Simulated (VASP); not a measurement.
Set up this calculation in VASP 6.6.1, as the native input.

| Item | Value |
| --- | --- |
| Task | single point |
| Functional | PBE |
| Potentials or basis | VASP PAW PBE potentials, release 64 (Al, C, H) |
| Cutoff | 520 eV |
| k mesh | 2 × 3 × 1 |
| Occupations | gaussian, width 0.05 eV |
| Spin | no spin polarisation |
| Dipole correction | no |
| Further INCAR settings | LREAL = Auto; ALGO = Normal; EDIFF = 1e-06; NBANDS = 42 |

The structure of Al16H2C lies in POSCAR:

```
Al16H2C
1.0
    8.1000000000      0.0000000000      0.0000000000
    0.0000000000      5.7275650000      0.0000000000
    0.0000000000      0.0000000000     15.2956740000
Al C H
16 1 2
Direct
    0.2500000000      0.2500000000      0.0653780000
    0.7500000000      0.2500000000      0.0653780000
    0.2500000000      0.7500000000      0.0653780000
    0.7500000000      0.7500000000      0.0653780000
   -0.0027323554     -0.0012271900      0.1453261808
    0.5028622316     -0.0011639886      0.1452422698
   -0.0069832311      0.4987466868      0.1540343107
    0.5069337026      0.4986438180      0.1538482310
    0.2500608099      0.2661367726      0.2431024460
    0.7501617108      0.2135812029      0.2370568925
    0.2500195429      0.7576017313      0.2486623795
    0.7502536879      0.7315509164      0.2464258203
    0.0135882091      0.0248793795      0.3258142156
    0.4868222737      0.0249207592      0.3257398792
   -0.0066789557      0.5096957945      0.3302247854
    0.5069002270      0.5097439380      0.3300923345
    0.7500751465      0.5914670010      0.3784240741
    0.7499987249      0.4197248072      0.4121752988
    0.7500769897      0.7292142859      0.4286684078
```

These files were run (other wordings do the same):

INCAR

```
ALGO = Normal ; EDIFF = 1E-6
ENCUT = 520 ; GGA = PE
ISIF = 2 ; ISMEAR = 0
LASPH = True ; LCHARG = True
LELF = True ; LREAL = Auto
LVHAR = True ; LWAVE = False
NBANDS = 42 ; NELM = 60
PREC = Accurate ; SIGMA = 0.05
```

KPOINTS

```
k-points
0
Gamma
  2 3 1
```

Potentials or basis: VASP PAW PBE potentials, release 64 (Al, C, H).

Launch:

```sh
$ cat potpaw_PBE.64/Al/POTCAR potpaw_PBE.64/C/POTCAR potpaw_PBE.64/H/POTCAR > POTCAR
$ mpirun -np 1 vasp_std > vasp.out
```

Results of the run:

* Largest force: 0.580 eV/Å
* Band gap on the k mesh: zero (bands 27 and 28 overlap by 0.35 eV)

Caveat: the k points lie up to 0.39 Å⁻¹ apart.

Run time: 7.2 min on 1 thread of Intel Xeon 8259CL, with other jobs on the host, peak memory 0.69 GiB.
